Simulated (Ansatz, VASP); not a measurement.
## Pt: VASP beside Ansatz

INCAR

```
SYSTEM = Pt
PREC = Accurate ; ENCUT = 600
EDIFF = 1E-6 ; ISMEAR = -1
SIGMA = 0.1 ; LREAL = .False.
LASPH = .True. ; NELM = 60
ALGO = Normal ; ISIF = 3
LWAVE = .False. ; LCHARG = .False.
GGA = PS ; IBRION = 2
NSW = 80 ; EDIFFG = -0.01
```

KPOINTS

```
regular mesh
0
Gamma
  8 8 12
  0 0 0
```

File POSCAR:

```
Pt
1.0
    4.4020276304      0.0000000000      0.0000000000
   -2.2010138152      3.8122677561      0.0000000000
    0.0000000000      0.0000000000      2.6984429374
Pt
3
Direct
    0.0000000000      0.0000000000      0.0000000000
    0.3333333333      0.6666666667      0.5000000000
    0.6666666667      0.3333333333      0.5000000000
```

Input for Ansatz:

```yaml
crystal:
  lattice:
    - [4.4020276304, 0.0, 0.0]
    - [-2.2010138152, 3.8122677561, 0.0]
    - [0.0, 0.0, 2.6984429374]
  atoms:
    - { symbol: Pt, position: [0.0, 0.0, 0.0] }
    - { symbol: Pt, position: [0.3333333333, 0.6666666667, 0.5] }
    - { symbol: Pt, position: [0.6666666667, 0.3333333333, 0.5] }
hamiltonian:
  xc: pbesol
  pseudopotentials:
    kind: paw
    azcp:
      Pt: "pseudopotentials/Pt.paw.azcp"
basis:
  ecutwfc: 420
  fft_grid_basis: typed
kpoints:
  mp_grid: { grid: [8, 8, 12], shift: [0, 0, 0] }
magnetization:
  spin_polarized: false
scf:
  occupations: { method: fermi_dirac, width: 0.1 }
relax:
  max_steps: 60
  f_tol: 0.01
  cell: {}
```

Alike in both runs: task relaxation of cell and atoms; functional PBEsol; k mesh 8 × 8 × 12; occupations fermi-dirac, width 0.1 eV; no spin polarisation.

|  | VASP | Ansatz |
| --- | --- | --- |
| version | VASP 6.6.1 | Ansatz 0.2.0 |
| potentials or method | VASP PAW PBE potentials, release 64 (Pt), cutoff 600 eV | plane waves (420 eV) with PAW, scalar-relativistic |
| valence electrons in the cell | 30 | 54 |

|  | VASP | Ansatz | Ansatz less VASP |
| --- | --- | --- | --- |
| relaxed volume (Å³/atom) | 15.38 | 15.41 | +0.022 |
| relaxed length of the cell vector where the two differ most in proportion (Å) | 2.665 | 2.667 | +0.0014 |

VASP's potentials were made for PBE, not for PBEsol, and Ansatz warns of the same on its side. VASP's potentials hold 30 valence electrons a cell and Ansatz's 54, so a difference there can come from the potentials and not from the codes.

Neither program's run includes spin-orbit coupling.
